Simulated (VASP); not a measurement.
Write the native input for VASP 6.6.1 that does the following.

- Task: single point
- Functional: PBE
- Potentials or basis: VASP PAW PBE potentials, release 64 (Si)
- Cutoff: 500 eV
- k mesh: 8 × 8 × 8
- Occupations: gaussian, width 0.02 eV
- Spin: no spin polarisation
- Dipole correction: no
- Further INCAR settings: ALGO = Normal; EDIFF = 1e-06; NBANDS = 11

The structure of Si lies in POSCAR:

```
Si
1.0
    0.0000000000      2.7349662073      2.7349662073
    2.7349662073      0.0000000000      2.7349662073
    2.7349662073      2.7349662073      0.0000000000
Si
2
Direct
    0.0000000000      0.0000000000      0.0000000000
    0.2500000000      0.2500000000      0.2500000000
```

The input as run:

INCAR

```
ALGO = Normal
EDIFF = 1E-6
ENCUT = 500
GGA = PE
GGA_COMPAT = False
ISIF = 2
ISMEAR = 0
LASPH = True
LCHARG = False
LREAL = False
LWAVE = False
NBANDS = 11
NELM = 120
PREC = Accurate
SIGMA = 0.02
```

KPOINTS

```
k-points
0
Gamma
  8 8 8
```

Potentials or basis: VASP PAW PBE potentials, release 64 (Si).

Launch:

```sh
$ cat potpaw_PBE.64/Si/POTCAR > POTCAR
$ mpirun -np 1 vasp_std > vasp.out
```

Results of the run:

| Quantity | Value |
| --- | --- |
| Pressure | -0.1 GPa |
| Band gap on the k mesh | 0.65 eV, indirect (least direct gap 2.56 eV) |

Run time: 4.4 s on 1 thread of Intel(R) Xeon(R) 6975P-C (Granite Rapids) (shared host), peak memory 0.14 GiB.
